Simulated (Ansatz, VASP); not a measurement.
Given: the input of a run of Ansatz 0.2.0 on Hf.

Contents of input.yaml:

```yaml
crystal:
  lattice:
    - [0.0, 2.22, 2.22]
    - [2.22, 0.0, 2.22]
    - [2.22, 2.22, 0.0]
  atoms:
    - { symbol: Hf, position: [0.0, 0.0, 0.0] }
hamiltonian:
  xc: revpbe
  pseudopotentials: { kind: paw }
  dispersion: d4
kpoints:
  mp_grid: { grid: [10, 10, 10] }
scf:
  occupations: { method: fermi_dirac, width: 0.05 }
output:
  forces: true
  stress: true
  eigenvalues: true
relax:
  f_tol: 0.01
  max_steps: 40
  cell: { stress_tol: 0.05 }
```

Potentials or basis: Ansatz PAW.

Run with:

```console
$ ansatz run input.yaml --threads 2 --pin off --max-ram 5632MiB --backend cpu --events-out ev --progress --plain --runs-dir out
```

Task: Set up the same calculation for VASP 6.6.1. Potentials there: VASP PAW PBE potentials, release 64 (Hf_pv).

Result: As run (the cutoff follows the program's own potentials):

The input INCAR:

```
SYSTEM = Hf
PREC = Accurate ; ENCUT = 600
EDIFF = 1E-6 ; ISMEAR = -1
SIGMA = 0.05 ; LREAL = .False.
LASPH = .True. ; NELM = 60
ALGO = Normal ; ISIF = 3
LWAVE = .False. ; LCHARG = .False.
GGA = RE ; IVDW = 13
IBRION = 2 ; NSW = 60
EDIFFG = -0.01
```

KPOINTS

```
regular mesh
0
Gamma
  10 10 10
  0 0 0
```

The input POSCAR:

```
Hf
1.0
    0.0000000000      2.2200000000      2.2200000000
    2.2200000000      0.0000000000      2.2200000000
    2.2200000000      2.2200000000      0.0000000000
Hf
1
Direct
    0.0000000000      0.0000000000      0.0000000000
```

Potentials or basis: VASP PAW PBE potentials, release 64 (Hf_pv).

Launch:

```console
$ cat potpaw_PBE.64/Hf_pv/POTCAR > POTCAR
$ mpirun -np 1 vasp_std > vasp.out
```

Both were run:

|  | VASP | Ansatz | Ansatz less VASP |
| --- | --- | --- | --- |
| gap on the k mesh at the Fermi level, each at its own relaxed structure (eV) | none | none | - |
| relaxed volume (Å³/atom) | 22.45 | 22.56 | +0.106 |
| relaxed cell length with the largest relative difference (Å) | 3.167 | 3.172 | +0.0050 |

VASP's potentials were made for PBE, not for revPBE. A gap of «none» marks a metal or a gap that the smearing closes. VASP's potentials hold 10 valence electrons a cell and Ansatz's 26, so a difference there can come from the potentials and not from the codes.

Spin-orbit coupling is off throughout. Noted on Ansatz's run: the plane-wave basis is chosen anew once the cell has moved, so the energies of steps on either side of that aren't comparable.
